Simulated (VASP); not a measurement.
Wanted: the native input for a VASP 6.6.1 run.

```yaml
Task: single point
Functional: PBE
Potentials_or_basis: VASP PAW PBE potentials, release 64 (Ca_sv, O)
Cutoff: 520 eV
k_mesh: 24 × 24 × 12
Occupations: gaussian, width 0.1 eV
Spin: collinear spin
Starting_moments: "[-0.14, 0.62] μB"
Dipole_correction: no
Further_INCAR_settings: ALGO = Normal; EDIFF = 1e-07; NBANDS = 19
```

The structure of CaO lies in POSCAR:

```
CaO
1.0
    3.3004901390      0.0000000000      0.0000000000
   -1.6502450695      2.8583083053      0.0000000000
    0.0000000000      0.0000000000      2.9987052257
Ca O
1 1
Direct
    0.0000000000      0.0000000000      0.0000000000
    0.3333333333      0.6666666667      0.5000000000
```

The cell was generated, and may not be a known phase.

One way to write it, as run:

INCAR

```
ALGO = Normal
EDIFF = 1E-7
ENCUT = 520
GGA = PE
ISIF = 2
ISMEAR = 0
ISPIN = 2
LASPH = True
LCHARG = False
LORBIT = 11
LREAL = False
LWAVE = False
MAGMOM = -0.14 0.62
NBANDS = 19
NELM = 150
PREC = Accurate
SIGMA = 0.1
```

KPOINTS

```
k-points
0
Gamma
  24 24 12
```

Potentials or basis: VASP PAW PBE potentials, release 64 (Ca_sv, O).

The run is started by

```sh
$ cat potpaw_PBE.64/Ca_sv/POTCAR potpaw_PBE.64/O/POTCAR > POTCAR
$ mpirun -np 1 vasp_std > vasp.out
```

Results of the run:

```
Pressure                                              : 0.5 GPa
Band gap on the k mesh                                : 3.32 eV
Net moment                                            : 0.00 μB per cell
Valence electrons inside the program's atomic spheres : Ca 8.22; O 4.99
```

Run time: 5.7 min on 1 thread of Intel(R) Xeon(R) Platinum 8488C (Sapphire Rapids), on a shared host, peak memory 0.44 GiB.
